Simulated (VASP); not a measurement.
Here is a VASP 6.6.1 calculation.

File INCAR:

```
SYSTEM = TaSi16H4
PREC     = Accurate       ! precision mode
ENCUT    = 520            ! plane-wave cutoff, eV
EDIFF    = 1E-6           ! SCF threshold, eV
ISMEAR   = 0              ! smearing method
SIGMA    = 0.02           ! smearing width, eV
LREAL    = Auto         
LASPH    = .True.         ! aspherical terms in the spheres
NELM     = 150            ! most SCF steps
ALGO     = Normal         ! electronic algorithm
ISIF     = 2              ! what is computed and relaxed
LWAVE    = .False.        ! write WAVECAR
LCHARG   = .False.        ! write CHGCAR
ISPIN    = 2              ! spin polarisation
MAGMOM   = 0 0 0 0 0 0 0 0 0 0 0 0 0 0 0 0 0 0 0 0 1 ! initial moments
LORBIT   = 11             ! projections on sites
LMAXMIX  = 4              ! l up to which the mixer works
GGA      = PE             ! functional
NBANDS   = 60             ! bands
```

The input KPOINTS:

```
regular mesh
0
Gamma
  2 2 1
  0 0 0
```

File POSCAR:

```
TaSi16H4
1.0
    7.6791800000      0.0000000000      0.0000000000
    3.8395900000      6.6503650000      0.0000000000
    0.0000000000      0.0000000000     18.4187650000
H Si Ta
4 16 1
Direct
    0.1666667000      0.1666667000      0.0542925000
    0.6666667000      0.1666667000      0.0542925000
    0.1666667000      0.6666667000      0.0542925000
    0.6666667000      0.6666667000      0.0542925000
    0.1666667000      0.1666667000      0.1357311000
    0.6666667000      0.1666667000      0.1357311000
    0.1666667000      0.6666667000      0.1357311000
    0.6666667000      0.6666667000      0.1357311000
   -0.1666424546      0.3333406720      0.1762675271
    0.3322354152      0.3354987827      0.1775915941
   -0.1645167891      0.8322534634      0.1775766314
    0.3322490043      0.8322685066      0.1776122752
   -0.1666178855      0.3334834106      0.3044462081
    0.3329972846      0.3340539181      0.3049224141
   -0.1662891264      0.8332795730      0.3049072736
    0.3329429140      0.8331628762      0.3049505346
   -0.0069193984      0.0137014551      0.3577392144
    0.4998606262      0.0001563549      0.3492208297
   -0.0068997007      0.4934783671      0.3577384798
    0.5136669179      0.4932864751      0.3578588422
    0.1667497456      0.6667740666      0.3980923858
```

Potentials or basis: VASP PAW PBE potentials, release 64 (H, Si, Ta_pv).

Command:

```sh
$ cat potpaw_PBE.64/H/POTCAR potpaw_PBE.64/Si/POTCAR potpaw_PBE.64/Ta_pv/POTCAR > POTCAR
$ mpirun -np 1 vasp_std > vasp.out
```

Task: What does it give for the net moment?

Result: 1.00 μB per cell.

Task: What does it give for the band gap on the k mesh?

Result: 0.19 eV.

Task: Estimate the site moments.

Result: H +0.00; Si -0.00, +0.01, +0.00, -0.01, +0.17 (each value once); Ta +0.18 μB.

Task: What does it give for the largest force?

Result: 0.423 eV/Å.

Forces in eV/Å, atoms in the order of the input:
```
H   -0.024  0.014 -0.073
H    0.025  0.015 -0.074
H    0.000  0.000 -0.113
H    0.000 -0.028 -0.074
Si   0.181 -0.105  0.144
Si  -0.181 -0.103  0.143
Si   0.001  0.001 -0.192
Si  -0.001  0.210  0.142
Si  -0.003  0.001 -0.018
Si   0.003  0.020 -0.009
Si   0.017 -0.008 -0.007
Si  -0.017 -0.012 -0.010
Si  -0.006 -0.001 -0.137
Si   0.001  0.043  0.117
Si   0.040 -0.024  0.115
Si  -0.034 -0.023  0.112
Si   0.001 -0.329  0.101
Si   0.000  0.002  0.060
Si   0.290  0.165  0.102
Si  -0.283  0.162  0.092
Ta  -0.012  0.003 -0.423
```

Caveat: the k points lie up to 0.47 Å⁻¹ apart; there is no dipole correction, which matters where the two faces differ; spin-orbit coupling is left out, which moves the levels of the heavy elements.
